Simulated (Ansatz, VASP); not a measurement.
# TaN: VASP beside Ansatz

```
Ta N
1.0
     0.00000    2.28540    2.05354
     2.28540    0.00000    2.05354
     2.28540    2.28540    0.00000
Ta N
1 1
Cartesian
  2.2999 2.2854 2.0535
  -0.1870 0.0000 0.0000
```

Change from the starting cell: mode 4 frozen in at -0.181 Å, strain +e along z and -e/2 along x and y -0.0700.

Alike in both runs: task single point; functional PBE; k mesh 18 × 18 × 18; occupations gaussian, width 0.15 eV; no spin polarisation.

|  | VASP | Ansatz |
| --- | --- | --- |
| version | VASP 6.6.1 | Ansatz 0.2.0 |
| potentials or method | VASP PAW PBE potentials, release 64 (Ta_pv, N), cutoff 520 eV | scalar-relativistic, plane waves, PAW |
| valence electrons in the cell | 16 | 18 |

```csv
,VASP,Ansatz,Ansatz less VASP
gap on the k mesh at the Fermi level (eV),none,none,-
pressure (GPa),16.4,15.3,-1.10
"traceless stress, the component that is largest in VASP (GPa)",39.59,39.15,-0.440
rms of the force components (eV/Å),0.494,0.494,0.0000
```

Atom by atom the forces differ by 0.000 eV/Å (rms over components). A gap of «none» marks a metal or a gap that the smearing closes. VASP's potentials hold 16 valence electrons a cell and Ansatz's 18, so a difference there can come from the potentials and not from the codes.

Neither program's run includes spin-orbit coupling.
